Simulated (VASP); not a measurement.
Input of a VASP 6.6.1 run:

POSCAR

```
MgH2
1.0
    4.4852620639      0.0000000000      0.0000000000
    0.0000000000      4.4852620639      0.0000000000
    0.0000000000      0.0000000000      2.9958896468
Mg H
2 4
Direct
    0.0000000000      0.0000000000      0.0000000000
    0.5000000000      0.5000000000      0.5000000000
    0.3046997465      0.3046997465      0.0000000000
    0.1953002535      0.8046997465      0.5000000000
    0.6953002535      0.6953002535      0.0000000000
    0.8046997465      0.1953002535      0.5000000000
```

File INCAR.step1:

```
PREC     = Accurate       # precision mode
ENCUT    = 660            # plane-wave cutoff, eV
ISMEAR   = 0              # smearing method
SIGMA    = 0.02           # smearing width, eV
LREAL    = False          # projectors in reciprocal space
LASPH    = True           # aspherical terms in the spheres
NELM     = 120            # most SCF steps
NBANDS   = 13             # bands
GGA      = PE             # functional
ALGO     = Normal         # electronic algorithm
EDIFF    = 1E-5           # SCF threshold, eV
LWAVE    = True           # write WAVECAR
LCHARG   = False          # write CHGCAR
GGA_COMPAT= False
```

The input INCAR.step2:

```
PREC     = Accurate       # precision mode
ENCUT    = 660            # plane-wave cutoff, eV
EDIFF    = 1E-6           # SCF threshold, eV
ISMEAR   = 0              # smearing method
SIGMA    = 0.02           # smearing width, eV
LREAL    = False          # projectors in reciprocal space
LASPH    = True           # aspherical terms in the spheres
NELM     = 120            # most SCF steps
ALGO     = Normal         # electronic algorithm
ISIF     = 2              # what is computed and relaxed
LWAVE    = False          # write WAVECAR
LCHARG   = False          # write CHGCAR
METAGGA  = R2SCAN         # meta-GGA
LMIXTAU  = True         
NBANDS   = 13             # bands
ISTART   = 1            
GGA_COMPAT= False
```

KPOINTS

```
Automatic mesh
0
Gamma
  6 6 8
```

Potentials or basis: VASP PAW PBE potentials, release 64 (Mg, H).

The run is started by

```sh
$ cat potpaw_PBE.64/Mg/POTCAR potpaw_PBE.64/H/POTCAR > POTCAR
$ cp INCAR.step1 INCAR
$ mpirun -np 1 vasp_std > vasp.out
$ cp INCAR.step2 INCAR
$ mpirun -np 1 vasp_std > vasp.out
```

Q: Predict the band gap on the k mesh.

A: 4.46 eV (least direct gap 5.25 eV).

Q: Predict the pressure.

A: -0.3 GPa.

Stress tensor (GPa, compression positive):
```
-0.28  0.00  0.00
 0.00 -0.28  0.00
 0.00  0.00 -0.36
```

Caveat: the PAW data sets were made with another functional, which shifts forces and pressure a little. r2SCAN opens gaps a little over a GGA but as a rule still falls short of measured ones.
